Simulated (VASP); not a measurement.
# TaTl3Ag3 (P6/mmm) in VASP: a series of runs

The runs below take TaTl3Ag3 through single point, relaxation of cell and atoms, with PBE.

Everything below comes from runs of VASP 6.6.1. Logs are shortened: lines on timing, memory, paths and dates and some standing lists are left out, and cuts for length are marked.

## Step 1: The cell of the first run

Symmetry: P6/mmm, No. 191, hexagonal system. The conventional cell has a = 5.624 Å, b = 5.624 Å, c = 11.494 Å, α = 90.00°, β = 90.00°, γ = 120.00°. Within 3.7 Å of Ta (site symmetry 6/mmm) lie 2 Tl at 2.78 Å. Within 3.7 Å of Tl (site symmetry 6mm) lie 1 Ta at 2.78 Å and 1 Tl at 2.97 Å. Tl (site symmetry 6/mmm) has 6 Ag at 2.81 Å and 2 Tl at 2.97 Å within 3.7 Å. Within 3.7 Å of Ag (site symmetry mmm) lie 2 Tl at 2.81 Å and 4 Ag at 2.81 Å.

## Step 2: Single point, PBE

INCAR reads:

```
PREC = Accurate ; ENCUT = 520
EDIFF = 1E-6 ; ISMEAR = 0
SIGMA = 0.2 ; LREAL = False
LASPH = True ; NELM = 80
ALGO = Fast ; ISIF = 2
LWAVE = False ; LCHARG = False
GGA = PE ; NBANDS = 50
```

KPOINTS reads:

```
Automatic mesh
0
Gamma
  4 4 2
```

POSCAR reads:

```
TaTl3Ag3
1.0
    5.6235665658      0.0000000000      0.0000000000
   -2.8117832829      4.8701515059      0.0000000000
    0.0000000000      0.0000000000     11.4942570053
Ta Tl Ag
1 3 3
Direct
    0.0000000000      0.0000000000      0.0000000000
    0.0000000000      0.0000000000      0.2416565234
    0.0000000000      0.0000000000      0.7583434766
    0.0000000000      0.0000000000      0.5000000000
    0.5000000000      0.0000000000      0.5000000000
    0.0000000000      0.5000000000      0.5000000000
    0.5000000000      0.5000000000      0.5000000000
```

Potentials or basis: VASP PAW PBE potentials, release 64 (Ta_pv, Tl_d, Ag).

Started as:

```
$ cat potpaw_PBE.64/Ta_pv/POTCAR potpaw_PBE.64/Tl_d/POTCAR potpaw_PBE.64/Ag/POTCAR > POTCAR
$ mpirun -np 1 vasp_std > vasp.out
```

OUTCAR:

```text
PREC = Accurate
   ENCUT = 520
   EDIFF = 1E-6
   ISMEAR = 0
   LREAL = False
   LASPH = True
   NELM = 80
   ISIF = 2
   GGA = PE

 ion  position               nearest neighbor table
   1  0.000  0.000  0.000-   2 2.78   3 2.78
   2  0.000  0.000  0.242-   1 2.78   4 2.97
   3  0.000  0.000  0.758-   1 2.78   4 2.97
   4  0.000  0.000  0.500-   5 2.81   5 2.81   7 2.81   6 2.81   6 2.81   7 2.81   2 2.97   3 2.97

   5  0.500  0.000  0.500-   4 2.81   4 2.81   7 2.81   7 2.81   6 2.81   6 2.81
   6  0.000  0.500  0.500-   7 2.81   7 2.81   4 2.81   4 2.81   5 2.81   5 2.81
   7  0.500  0.500  0.500-   6 2.81   6 2.81   4 2.81   5 2.81   5 2.81   4 2.81

  LATTYP: Found a hexagonal cell.
 ALAT       =     5.6235665658
 C/A-ratio  =     2.0439443316

  Lattice vectors:

 A1 = (   5.6235665658,   0.0000000000,   0.0000000000)
 A2 = (  -2.8117832829,   4.8701515059,   0.0000000000)
 A3 = (   0.0000000000,   0.0000000000,  11.4942570053)

Analysis of symmetry for initial positions (statically):
=====================================================================
 Subroutine PRICEL returns:
 Original cell was already a primitive cell.

 Routine SETGRP: Setting up the symmetry group for a
 hexagonal supercell.

 Subroutine GETGRP returns: Found 24 space group operations
 (whereof 24 operations were pure point group operations)
 out of a pool of 24 trial point group operations.

The static configuration has the point symmetry D_6h.

Analysis of symmetry for dynamics (positions and initial velocities):
=====================================================================
 Subroutine PRICEL returns:
 Original cell was already a primitive cell.

 Routine SETGRP: Setting up the symmetry group for a
 hexagonal supercell.

 Subroutine GETGRP returns: Found 24 space group operations
 (whereof 24 operations were pure point group operations)
 out of a pool of 24 trial point group operations.

The dynamic configuration has the point symmetry D_6h.

 Subroutine INISYM returns: Found 24 space group operations
 (whereof 24 operations are pure point group operations),
 and found     1 'primitive' translations

----------------------------------------------------------------------------------------

                                     Primitive cell

  volume of cell :     314.8004

  direct lattice vectors                    reciprocal lattice vectors
     5.623566566  0.000000000  0.000000000     0.177823093  0.102666211  0.000000000
    -2.811783283  4.870151506  0.000000000     0.000000000  0.205332421  0.000000000
     0.000000000  0.000000000 11.494257005     0.000000000  0.000000000  0.086999969

  length of vectors
     5.623566566  5.623566566 11.494257005     0.205332421  0.205332421  0.086999969

  position of ions in fractional coordinates (direct lattice)
     0.000000000  0.000000000  0.000000000
     0.000000000  0.000000000  0.241656523
     0.000000000  0.000000000  0.758343477
     0.000000000  0.000000000  0.500000000
     0.500000000  0.000000000  0.500000000
     0.000000000  0.500000000  0.500000000
     0.500000000  0.500000000  0.500000000

  ion indices of the primitive-cell ions
   primitive index   ion index
                 1           1
                 2           2
                 3           3
                 4           4
                 5           5
                 6           6
                 7           7

----------------------------------------------------------------------------------------

 KPOINTS: Automatic mesh

Automatic generation of k-mesh.
 Grid dimensions read from file:
 generate k-points for:    4    4    2

 Generating k-lattice:

  Cartesian coordinates                     Fractional coordinates (reciprocal lattice)
     0.044455773  0.025666553  0.000000000     0.250000000  0.000000000  0.000000000
     0.000000000  0.051333105  0.000000000     0.000000000  0.250000000  0.000000000
     0.000000000  0.000000000  0.043499984     0.000000000  0.000000000  0.500000000

  Length of vectors
     0.051333105  0.051333105  0.043499984

  Shift w.r.t. Gamma in fractional coordinates (k-lattice)
     0.000000000  0.000000000  0.000000000

 Subroutine IBZKPT returns following result:
 ===========================================

 Found      8 irreducible k-points:

 Following reciprocal coordinates:
            Coordinates               Weight
  0.000000  0.000000  0.000000      1.000000
  0.250000  0.000000  0.000000      6.000000
  0.500000  0.000000  0.000000      3.000000
  0.250000  0.250000  0.000000      6.000000
  0.000000  0.000000  0.500000      1.000000
  0.250000  0.000000  0.500000      6.000000
  0.500000  0.000000  0.500000      3.000000
  0.250000  0.250000  0.500000      6.000000
   k-points           NKPTS =      8   k-points in BZ     NKDIM =      8   number of bands    NBANDS=     50
   number of dos      NEDOS =    301   number of ions     NIONS =      7
   total plane-waves  NPLWV = 158760
   dimension x,y,z NGX =    42 NGY =   42 NGZ =   90
   dimension x,y,z NGXF=    84 NGYF=   84 NGZF=  180
   ions per type =               1   3   3
   NGX,Y,Z   is equivalent  to a cutoff of  12.42, 12.42, 13.02 a.u.
   NGXF,Y,Z  is equivalent  to a cutoff of  24.83, 24.83, 26.03 a.u.
 SYSTEM =  unknown system
   PREC   = accura    normal or accurate (medium, high low for compatibility)
   ISTART =      0    job   : 0-new  1-cont  2-samecut
   ICHARG =      2    charge: 1-file 2-atom 10-const
   ISPIN  =      1    spin polarized calculation?
   LNONCOLLINEAR =      F non collinear calculations
   LSORBIT =      F    spin-orbit coupling
   LASPH  =      T    aspherical Exc in radial PAW
   ENCUT  =  520.0 eV  38.22 Ry    6.18 a.u.  10.46 10.46 21.37*2*pi/ulx,y,z
   NELM   =     80;   NELMIN=  2; NELMDL= -5     # of ELM steps
   EDIFF  = 0.1E-05   stopping-criterion for ELM
   LREAL  =      F    real-space projection
   EDIFFG = 0.1E-04   stopping-criterion for IOM
   NSW    =      0    number of steps for IOM
   IBRION =     -1    ionic relax: 0-MD 1-quasi-New 2-CG
   NFREE  =      0    steps in history (QN), initial steepest desc. (CG)
   ISIF   =      2    stress and relaxation
   ISYM   =      2    0-nonsym 1-usesym 2-fastsym
   POTIM  = 0.5000    time-step for ionic-motion
   TEBEG  =    0.0;   TEEND  =   0.0 temperature during run
   PSTRESS=    0.0 pullay stress
   NELECT =      83.0000    total number of electrons
   NUPDOWN=      -1.0000    fix difference up-down
   EMIN   =  10.00;   EMAX   =-10.00  energy-range for DOS
   EFERMI =   0.00;   METHOD = LEGACY
   ISMEAR =     0;   SIGMA  =   0.20  broadening in eV -4-tet -1-fermi 0-gaus
   EFERMI_NEDOS =   21; number of points for ismear=-14 and -15
   IALGO  =     68    algorithm
   IMIX   =      4    mixing-type and parameters
     AMIX     =   0.40;   BMIX     =  1.00
     AMIX_MAG =   1.60;   BMIX_MAG =  1.00
  volume/ion in A,a.u.               =      44.97       303.48
  Fermi-wavevector in a.u.,A,eV,Ry     =   1.049758  1.983755 14.993505  1.101992
  Thomas-Fermi vector in A             =   2.184733
   LORBIT       =      0    0 simple, 1 ext, 2 COOP (PROOUT), +10 PAW based schemes
   GGA     = PE    functional components
   LHFCALC =     F    Hartree Fock is set to
   AEXX    =    0.0000 exact exchange contribution
   IVDW    =     0    specifies the selected vdW correction
   LEPSILON=     F    determine dielectric tensor
   LRPA    =     F    only Hartree local field effects (RPA)
 non-spin polarized calculation
 RMM-DIIS sequential band-by-band and
 Gauss-broadening in eV      SIGMA  =   0.20
  energy-cutoff  :      520.00
  volume of cell :      314.80
 maximum number of plane-waves:      8514
 NGX is ok and might be reduce to    42
   NGX = 21   NGY = 21   NGZ = 43

 number of electron      83.0000005 magnetization

 Free energy of the ion-electron system (eV)
  ---------------------------------------------------
  ext. energy  EPLUGINS =         0.00000000
  ---------------------------------------------------
  free energy    TOTEN  =       -16.74922613 eV

  energy without entropy =      -16.49504379  energy(sigma->0) =      -16.62213496

 E-fermi :   1.5605     XC(G=0):  -7.2900

 val. band max:        1.5603647899   @ k =   0.0000   0.0000   0.0000
 cond. band min:       1.6249150073   @ k =   0.2500   0.2500   0.0000
 fundamental gap:      0.0645502174
 Fermi energy:         1.5605041217

 k-point     1 :       0.0000    0.0000    0.0000
  band No.  band energies     occupation
      1     -34.0402      2.00000
      2     -34.0402      2.00000
      3     -33.3303      2.00000
      4     -10.6377      2.00000
      5     -10.1619      2.00000
      6     -10.1619      2.00000
[... 42 lines left out ...]
     49       4.0332      0.00000
     50       4.2296      0.00000

 k-point     2 :       0.2500    0.0000    0.0000
  band No.  band energies     occupation
      1     -34.0403      2.00000
      2     -34.0403      2.00000
      3     -33.3303      2.00000
      4     -10.6311      2.00000
      5     -10.1598      2.00000
      6     -10.1567      2.00000
[... 42 lines left out ...]
     49       3.8625      0.00000
     50       4.7565      0.00000

 k-point     3 :       0.5000    0.0000    0.0000
  band No.  band energies     occupation
      1     -34.0404      2.00000
      2     -34.0403      2.00000
      3     -33.3303      2.00000
      4     -10.6253      2.00000
      5     -10.1576      2.00000
      6     -10.1516      2.00000
[... 42 lines left out ...]
     49       3.6928      0.00000
     50       4.4136      0.00000

 k-point     4 :       0.2500    0.2500    0.0000
  band No.  band energies     occupation
      1     -34.0403      2.00000
      2     -34.0403      2.00000
      3     -33.3303      2.00000
      4     -10.6248      2.00000
      5     -10.1561      2.00000
      6     -10.1531      2.00000
[... 42 lines left out ...]
     49       3.7286      0.00000
     50       4.4717      0.00000

 k-point     5 :       0.0000    0.0000    0.5000
  band No.  band energies     occupation
      1     -34.0403      2.00000
      2     -34.0403      2.00000
      3     -33.3303      2.00000
      4     -10.5852      2.00000
      5     -10.1852      2.00000
      6     -10.1553      2.00000
[... 42 lines left out ...]
     49       3.9033      0.00000
     50       4.2971      0.00000

 k-point     6 :       0.2500    0.0000    0.5000
  band No.  band energies     occupation
      1     -34.0403      2.00000
      2     -34.0403      2.00000
      3     -33.3303      2.00000
      4     -10.5770      2.00000
      5     -10.1848      2.00000
      6     -10.1531      2.00000
[... 42 lines left out ...]
     49       4.3025      0.00000
     50       4.8648      0.00000

 k-point     7 :       0.5000    0.0000    0.5000
  band No.  band energies     occupation
      1     -34.0404      2.00000
      2     -34.0403      2.00000
      3     -33.3303      2.00000
      4     -10.5698      2.00000
      5     -10.1844      2.00000
      6     -10.1509      2.00000
[... 42 lines left out ...]
     49       4.1796      0.00000
     50       4.3802      0.00000

 k-point     8 :       0.2500    0.2500    0.5000
  band No.  band energies     occupation
      1     -34.0404      2.00000
      2     -34.0403      2.00000
      3     -33.3303      2.00000
      4     -10.5691      2.00000
      5     -10.1844      2.00000
      6     -10.1493      2.00000
[... 42 lines left out ...]
     49       4.2487      0.00000
     50       4.3362      0.00000

------------------------ aborting loop because EDIFF is reached ----------------------------------------

  FORCE on cell =-STRESS in cart. coord.  units (eV):
  Direction    XX          YY          ZZ          XY          YZ          ZX
  --------------------------------------------------------------------------------------
  -------------------------------------------------------------------------------------
  Total        1.1449205      1.1449205      0.3117367      0.0000000      0.0000000      0.0000000
  in kB        5.8270763      5.8270763      1.5865850      0.0000000      0.0000000      0.0000000
  external PRESSURE =       4.4135792 kB  Pullay stress =       0.0000000 kB

 VOLUME and BASIS-vectors are now :
 -----------------------------------------------------------------------------
  energy-cutoff  :      520.00
  volume of cell :      314.80
      direct lattice vectors                 reciprocal lattice vectors
     5.623566566  0.000000000  0.000000000     0.177823093  0.102666211  0.000000000
    -2.811783283  4.870151506  0.000000000     0.000000000  0.205332421  0.000000000
     0.000000000  0.000000000 11.494257005     0.000000000  0.000000000  0.086999969

 POSITION                                       TOTAL-FORCE (eV/Angst)
 -----------------------------------------------------------------------------------
      0.00000      0.00000      0.00000         0.000000     -0.000000      0.000000
      0.00000      0.00000      2.77766        -0.000000     -0.000000      0.010654
      0.00000      0.00000      8.71659         0.000000      0.000000     -0.010654
      0.00000      0.00000      5.74713         0.000000     -0.000000      0.000000
      2.81178      0.00000      5.74713         0.000000     -0.000000      0.000000
     -1.40589      2.43508      5.74713         0.000000     -0.000000      0.000000
      1.40589      2.43508      5.74713         0.000000     -0.000000      0.000000
 -----------------------------------------------------------------------------------
    total drift:                                0.000000      0.000000     -0.000000

  FREE ENERGIE OF THE ION-ELECTRON SYSTEM (eV)
  ---------------------------------------------------
  free  energy   TOTEN  =       -16.7492261305 eV

  energy  without entropy=      -16.4950437938  energy(sigma->0) =      -16.62213496
```

It took 4.6 min on 1 thread of Intel Xeon 6975P-C, shared host; peak memory 0.47 GiB.

Results:

| Property | Result |
| --- | --- |
| Free energy | -16.7492 eV |
| Pressure | 0.4 GPa |
| Largest force | 0.011 eV/Å |

Forces in eV/Å, atoms in the order of the input:
```
Ta   0.000  0.000  0.000
Tl   0.000  0.000  0.011
Tl   0.000  0.000 -0.011
Tl   0.000  0.000  0.000
Ag   0.000  0.000  0.000
Ag   0.000  0.000  0.000
Ag   0.000  0.000  0.000
```

Stress tensor (GPa, compression positive):
```
0.58 0.00 0.00
0.00 0.58 0.00
0.00 0.00 0.16
```

Caveat: spin-orbit coupling is left out, which moves the levels of the heavy elements.

(Part 1 of 2 ends here.)
